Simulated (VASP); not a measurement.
A run of VASP 6.6.1 is set up as follows.

INCAR

```
  PREC = Accurate
  ENCUT = 500
  EDIFF = 1E-6
  ISMEAR = 0
  SIGMA = 0.05
  LREAL = F
  LASPH = T
  NELM = 120
  ALGO = Normal
  ISIF = 2
  LWAVE = F
  LCHARG = T
  GGA = PS
  LELF = T
  LVHAR = T
  NBANDS = 20
  GGA_COMPAT = F
```

File KPOINTS:

```
regular mesh
0
Gamma
  8 8 8
```

POSCAR

```
BaRe
1.0
    3.7703096883      0.0000000000      0.0000000000
    0.0000000000      3.7703096883      0.0000000000
    0.0000000000      0.0000000000      3.7703096883
Ba Re
1 1
Direct
    0.0000000000      0.0000000000      0.0000000000
    0.5000000000      0.5000000000      0.5000000000
```

Potentials or basis: VASP PAW PBE potentials, release 64 (Ba_sv, Re_sv_GW).

Run with:

```console
$ cat potpaw_PBE.64/Ba_sv/POTCAR potpaw_PBE.64/Re_sv_GW/POTCAR > POTCAR
$ mpirun -np 1 vasp_std > vasp.out
```

(1) Predict the pressure.

Results:

(1) -4.6 GPa.

Caveat: the PAW data sets were made with another functional, which shifts forces and pressure a little.
